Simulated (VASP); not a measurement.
Crystal: CdH2O2.

```
CELL_PARAMETERS angstrom
3.89035 0.00000 0.00000
-1.94518 3.36914 0.00000
0.00000 0.00000 4.49984
ATOMIC_POSITIONS crystal
Cd 0.33333 0.66667 0.98730
H 0.00000 0.00000 0.00808
H 0.66667 0.33333 0.43189
O 0.00000 0.00000 0.78619
O 0.66667 0.33333 0.21189
```

Base run:

```yaml
Program: VASP 6.6.1
Functional: PBEsol
Dispersion: D3(BJ)
Potentials_or_basis: VASP PAW PBE potentials, release 64 (Cd, H, O)
Cutoff: 520 eV
k_mesh: 6 × 6 × 4
Occupations: gaussian, width 0.01 eV
Spin: no spin polarisation
```

Its results: band gap on the k mesh 1.02 eV, indirect (least direct gap 1.56 eV); pressure -7.8 GPa; largest force 0.797 eV/Å.

Q: The run is repeated on the same cell with these changes: potentials or basis from VASP PAW PBE potentials, release 64 (Cd, H, O) to VASP PAW PBE potentials, release 64 (Cd_sv_GW, H, O); cutoff from 520 eV to 600 eV; further incar settings from ALGO = Normal; EDIFF = 1e-07; NBANDS = 21 to ALGO = Normal; EDIFF = 1e-06; NBANDS = 25; valence electrons from 26 to 34. What comes out?

A: Band gap on the k mesh 1.03 eV, indirect (least direct gap 1.56 eV); pressure -8.5 GPa; largest force 0.828 eV/Å.

Caveats: the PAW data sets were made with another functional, which shifts forces and pressure a little.

A k mesh can miss the band edges.
